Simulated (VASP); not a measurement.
Runs of VASP 6.6.1 on Ge. The structure is that of space group Im-3m (No. 229), or close to it. The cells are those of the table. 

```tsv
task	cell	k mesh	cutoff (eV)	gap on the mesh (eV)	pressure (GPa)
single point	a = 3.036 Å, angles 109.5°, 1 atom	21 × 21 × 21	520	none	-0.1
single point	a = 3.153 Å, angles 109.5°, 1 atom	14 × 14 × 14	520	none	-4.3
single point	a = 2.995 Å, angles 109.5°, 1 atom	14 × 14 × 14	520	none	(b)
single point	a = 2.910 Å, angles 109.5°, 1 atom	14 × 14 × 14	520	none	7.6
single point	a = 2.953 Å, angles 109.5°, 1 atom	14 × 14 × 14	520	none	4.5
single point	a = 3.036 Å, angles 109.5°, 1 atom	14 × 14 × 14	520	none	-0.3
single point	a = 3.076 Å, angles 109.5°, 1 atom	14 × 14 × 14	520	none	(a)
relaxation of cell and atoms	relaxed from a = 2.924 Å, angles 109.5°, 1 atom	13 × 13 × 13	600	none	0.0
single point	a = 3.115 Å, angles 109.5°, 1 atom	14 × 14 × 14	520	none	(c)
single point	a = 3.036 Å, angles 109.5°, 1 atom	13 × 13 × 13	520	none	0.0
```

Alike in all rows: level BLYP; potentials or basis VASP PAW PBE potentials, release 64 (Ge_d); no spin polarisation; smearing fermi-dirac 0.1 eV.

Problem. Estimate the missing entries.

Solution. (a) -2.0; (b) 1.8; (c) -3.3.

Caveats: the PAW data sets were made with another functional, which shifts forces and pressure a little.

A k mesh can miss the band edges, and the runs leave out spin-orbit coupling on Ge.

A gap of «none» marks levels without a gap at the run's occupations.
